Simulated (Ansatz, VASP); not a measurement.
**InAs in VASP and in Ansatz**

```
CELL_PARAMETERS angstrom
0.00000 3.05459 3.05459
3.05459 0.00000 3.05459
3.05459 3.05459 0.00000
ATOMIC_POSITIONS crystal
In 0.00000 0.00000 0.00000
As 0.25000 0.25000 0.25000
```

Alike in both runs: task single point; functional PBE-based global hybrid; k mesh 4 × 4 × 4; occupations fermi-dirac, width 0.02 eV; no spin polarisation.

|  | VASP | Ansatz |
| --- | --- | --- |
| version | VASP 6.6.1 | Ansatz 0.2.0 |
| potentials or method | VASP PAW PBE potentials, release 64 (In_d, As) | plane waves |
| plane-wave cutoff (eV) | 520 | 420 |
| valence electrons in the cell | 18 | 28 |

VASP gave:

```
pressure (GPa) : 0.1
```

**Question.** What did Ansatz give for the same quantities?

**Answer.** Pressure (GPa): 0.3.

VASP's potentials were made for PBE, not for PBE-based global hybrid. VASP's potentials hold 18 valence electrons a cell and Ansatz's 28, so a difference there can come from the potentials and not from the codes. Ansatz's warnings: stress exchange threshold loose, stress scf threshold loose.

The k mesh is coarse, so the values compare programs but aren't converged.
